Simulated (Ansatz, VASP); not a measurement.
Given: the input of a run of Ansatz 0.2.0 on B.

input.yaml

```yaml
crystal:
  lattice:
    - [1.897725397, 0.0, 0.0]
    - [0.0, 1.897725397, 0.0]
    - [0.0, 0.0, 1.897725397]
  atoms:
    - { symbol: B, position: [0.5, 0.5, 0.5] }
hamiltonian:
  xc: pbe0
  pseudopotentials: { kind: paw }
kpoints:
  mp_grid: { grid: [7, 7, 7] }
scf:
  occupations: { method: fermi_dirac, width: 0.05 }
output:
  forces: true
  stress: true
  eigenvalues: true
```

Potentials or basis: Ansatz PAW.

The run is started by

```bash
$ ansatz run input.yaml --threads 2 --pin off --max-ram 5632MiB --backend cpu --events-out ev --progress --plain --runs-dir out
```

Task: Set up the same calculation for VASP 6.6.1. Potentials there: VASP PAW PBE potentials, release 64 (B).

Result: As run (the cutoff follows the program's own potentials):

POSCAR

```
B
1.0
    1.8977253970      0.0000000000      0.0000000000
    0.0000000000      1.8977253970      0.0000000000
    0.0000000000      0.0000000000      1.8977253970
B
1
Direct
    0.5000000000      0.5000000000      0.5000000000
```

The input INCAR.step1:

```
ALGO = Normal ; EDIFF = 1E-5
ENCUT = 520 ; GGA = PE
ISIF = 2 ; ISMEAR = -1
LASPH = True ; LREAL = False
LWAVE = True ; NBANDS = 8
NELM = 60 ; PREC = Accurate
SIGMA = 0.05
```

File INCAR.step2:

```
AEXX = 0.25 ; ALGO = Normal
EDIFF = 1E-6 ; ENCUT = 520
GGA = PE ; ISIF = 2
ISMEAR = -1 ; ISTART = 1
LASPH = True ; LCHARG = True
LELF = True ; LHFCALC = True
LREAL = False ; LVHAR = True
LWAVE = False ; NBANDS = 8
NELM = 60 ; PREC = Accurate
PRECFOCK = Normal ; SIGMA = 0.05
```

File KPOINTS:

```
k-points
0
Gamma
  7 7 7
```

Potentials or basis: VASP PAW PBE potentials, release 64 (B).

Run with:

```bash
$ cat potpaw_PBE.64/B/POTCAR > POTCAR
$ cp INCAR.step1 INCAR
$ mpirun -np 1 vasp_std > vasp.out
$ cp INCAR.step2 INCAR
$ mpirun -np 1 vasp_std > vasp.out
```

Both were run:

|  | VASP | Ansatz | Ansatz less VASP |
| --- | --- | --- | --- |
| gap on the k mesh at the Fermi level (eV) | none | none | - |
| pressure (GPa) | -9.7 | -9.5 | +0.17 |

A gap of «none» marks a metal or a gap that the smearing closes.

The k mesh is coarse, so the values compare programs but aren't converged.
